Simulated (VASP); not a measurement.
A run of VASP 6.6.1:

Contents of INCAR:

```
SYSTEM = Cr
ALGO = Normal ; EDIFF = 1E-6
ENCUT = 520 ; GGA = RP
ISIF = 2 ; ISMEAR = -1
ISPIN = 2 ; LASPH = .TRUE.
LCHARG = .FALSE. ; LMAXMIX = 4
LORBIT = 11 ; LREAL = .FALSE.
LWAVE = .FALSE. ; MAGMOM = 1.5 1.5 1.5 1.5
NBANDS = 36 ; NELM = 150
PREC = Accurate ; SIGMA = 0.05
```

File KPOINTS:

```
k-points
0
G
  19 19 5
  0 0 0
```

POSCAR

```
Cr
1.0
    2.5144789677      0.0000000000      0.0000000000
   -1.2572394838      2.1776026633      0.0000000000
    0.0000000000      0.0000000000      8.8794743287
Cr
4
Direct
    0.0000000000      0.0000000000      1.0000000000
    0.0000000000      1.0000000000      0.5000000000
    0.3333333333      0.6666666667      0.2500000000
    0.6666666667      0.3333333333      0.7500000000
```

Potentials or basis: VASP PAW PBE potentials, release 64 (Cr_pv).

Launch:

```sh
$ cat potpaw_PBE.64/Cr_pv/POTCAR > POTCAR
$ mpirun -np 1 vasp_std > vasp.out
```

Hardware: 1 thread of Intel(R) Xeon(R) Platinum 8488C (Sapphire Rapids), with other jobs on the host.

Task: Estimate the wall time of this run.

Result: Run time: 8.9 min on 1 thread of Intel(R) Xeon(R) Platinum 8488C (Sapphire Rapids), with other jobs on the host, peak memory 0.38 GiB. Counts: scf iterations 18, k points 120.
